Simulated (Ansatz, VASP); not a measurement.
## Two plane-wave programs on KCl

```
K Cl
1.0
     0.00000    3.14649    3.14649
     3.14649    0.00000    3.14649
     3.14649    3.14649    0.00000
K Cl
1 1
Direct
  0.00000 0.00000 0.00000
  0.50000 0.50000 0.50000
```

Alike in both runs: functional r2SCAN; k mesh 6 × 6 × 6; occupations gaussian, width 0.02 eV; no spin polarisation.

Ansatz relaxed the structure, and its values are those at the end. VASP's run is a single point on that final structure, the one shown.

|  | VASP | Ansatz |
| --- | --- | --- |
| version | VASP 6.6.1 | Ansatz 0.2.0 |
| potentials or method | VASP PAW PBE potentials, release 64 (K_sv, Cl), cutoff 520 eV | scalar-relativistic, plane waves, PAW |
| valence electrons in the cell | 16 | 16 |

|  | VASP | Ansatz | Ansatz less VASP |
| --- | --- | --- | --- |
| gap on the k mesh at the Fermi level (eV) | 5.83 | 5.83 | -0.004 |
| least direct gap on the mesh (eV) | 5.83 | 5.83 | -0.004 |
| pressure (GPa) | 0.0 | 0.0 | +0.03 |

VASP's potentials were made for PBE, not for r2SCAN.
